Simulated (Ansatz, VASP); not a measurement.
**CsAg2 in VASP and in Ansatz**

```
CELL_PARAMETERS angstrom
4.85601 0.00000 0.00000
-2.42801 4.20543 0.00000
0.00000 0.00000 5.44308
ATOMIC_POSITIONS crystal
Cs 0.00000 0.00000 0.50000
Ag 0.33333 0.66667 0.99990
Ag 0.66667 0.33333 0.00010
```

Alike in both runs: functional PBE; k mesh 12 × 12 × 6; occupations gaussian, width 0.1 eV; no spin polarisation.

Ansatz relaxed the structure, and its values are those at the end. VASP's run is a single point on that final structure, the one shown.

```csv
,VASP,Ansatz
version,VASP 6.6.1,Ansatz 0.2.0
potentials or method,"VASP PAW PBE potentials, release 64 (Cs_sv, Ag), cutoff 520 eV","scalar-relativistic, plane waves, PAW"
valence electrons in the cell,31,47
```

|  | VASP | Ansatz | Ansatz less VASP |
| --- | --- | --- | --- |
| gap on the k mesh at the Fermi level (eV) | none | none | - |
| pressure (GPa) | 0.0 | 0.0 | 0.00 |

A gap of «none» marks a metal or a gap that the smearing closes. VASP's potentials hold 31 valence electrons a cell and Ansatz's 47, so a difference there can come from the potentials and not from the codes.

Spin-orbit coupling is off throughout.
